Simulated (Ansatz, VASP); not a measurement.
# One calculation of HgTe, two programs

```xyz
2
Lattice="0.0000 3.4653 3.2235 3.4653 0.0000 3.2235 3.4653 3.4653 0.0000" Properties=species:S:1:pos:R:3 pbc="T T T"
Hg    0.0000    0.0000    0.0000
Te    5.1979    5.1979    4.8353
```

Change from the starting cell: strain +0.0750 x Voigt [1, 1, 0, 0, 0, 0], atoms carried along.

Alike in both runs: task single point; functional PBE; k mesh 14 × 14 × 14; occupations gaussian, width 0.15 eV; no spin polarisation.

|  | VASP | Ansatz |
| --- | --- | --- |
| version | VASP 6.6.1 | Ansatz 0.2.0 |
| potentials or method | VASP PAW PBE potentials, release 64 (Hg, Te), cutoff 520 eV | scalar-relativistic, plane waves, PAW |
| valence electrons in the cell | 18 | 36 |

|  | VASP | Ansatz | Ansatz less VASP |
| --- | --- | --- | --- |
| pressure (GPa) | -1.5 | -1.6 | -0.03 |
| traceless stress, the component that is largest in VASP (GPa) | 0.68 | 0.68 | +0.001 |

VASP's potentials hold 18 valence electrons a cell and Ansatz's 36, so a difference there can come from the potentials and not from the codes.

Neither program's run includes spin-orbit coupling.
